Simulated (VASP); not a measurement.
Wanted: the native input for a VASP 6.6.1 run.

```
Task                   : single point
Functional             : r2SCAN
Potentials or basis    : VASP PAW PBE potentials, release 64 (Mg_sv, O)
Cutoff                 : 750 eV
k mesh                 : 6 × 6 × 6
Occupations            : gaussian, width 0.01 eV
Spin                   : no spin polarisation
Dipole correction      : no
Mended                 : yes
Further INCAR settings : ALGO = Normal; EDIFF = 1e-06; NBANDS = 24
```

MgO:

```xyz
4
Lattice="3.4273 0.0000 0.0000 -1.7136 2.9681 0.0000 0.0000 0.0000 4.1072" Properties=species:S:1:pos:R:3 pbc="T T T"
Mg    1.7136    0.9894    3.0804
Mg    0.0000    1.9787    1.0268
O     1.7136    0.9894    1.0268
O     0.0000    1.9787    3.0804
```

One way to write it, as run:

POSCAR

```
MgO
1.0
    3.4272754297      0.0000000000      0.0000000000
   -1.7136377148      2.9681076712      0.0000000000
    0.0000000000      0.0000000000      4.1072130628
Mg O
2 2
Direct
    0.6666666667      0.3333333333      0.7500000000
    0.3333333333      0.6666666667      0.2500000000
    0.6666666667      0.3333333333      0.2500000000
    0.3333333333      0.6666666667      0.7500000000
```

INCAR.step1

```
SYSTEM = MgO
  PREC = Accurate
  ENCUT = 750
  ISMEAR = 0
  SIGMA = 0.01
  LREAL = .False.
  LASPH = .True.
  NELM = 120
  NBANDS = 24
  GGA = PE
  ALGO = Normal
  EDIFF = 1E-5
  LWAVE = .True.
  LCHARG = .False.
  GGA_COMPAT = .False.
```

INCAR.step2

```
SYSTEM = MgO
  PREC = Accurate
  ENCUT = 750
  EDIFF = 1E-6
  ISMEAR = 0
  SIGMA = 0.01
  LREAL = .False.
  LASPH = .True.
  NELM = 120
  ALGO = Normal
  ISIF = 2
  LWAVE = .False.
  LCHARG = .True.
  METAGGA = R2SCAN
  LMIXTAU = .True.
  LELF = .True.
  LVHAR = .True.
  NBANDS = 24
  ISTART = 1
  GGA_COMPAT = .False.
```

KPOINTS

```
Automatic mesh
0
Gamma
  6 6 6
  0 0 0
```

Potentials or basis: VASP PAW PBE potentials, release 64 (Mg_sv, O).

Launch:

```bash
$ cat potpaw_PBE.64/Mg_sv/POTCAR potpaw_PBE.64/O/POTCAR > POTCAR
$ cp INCAR.step1 INCAR
$ mpirun -np 1 vasp_std > vasp.out
$ cp INCAR.step2 INCAR
$ mpirun -np 1 vasp_std > vasp.out
```

Results of the run:

```yaml
Pressure: 7.8 GPa
Band_gap_on_the_k_mesh: 4.38 eV
```

Caveat: the cell stands under pressure; the PAW data sets were made with another functional, which shifts forces and pressure a little.

Run time: 82 s on 1 thread of Intel(R) Xeon(R) 6975P-C (Granite Rapids), on a shared host, peak memory 0.22 GiB.
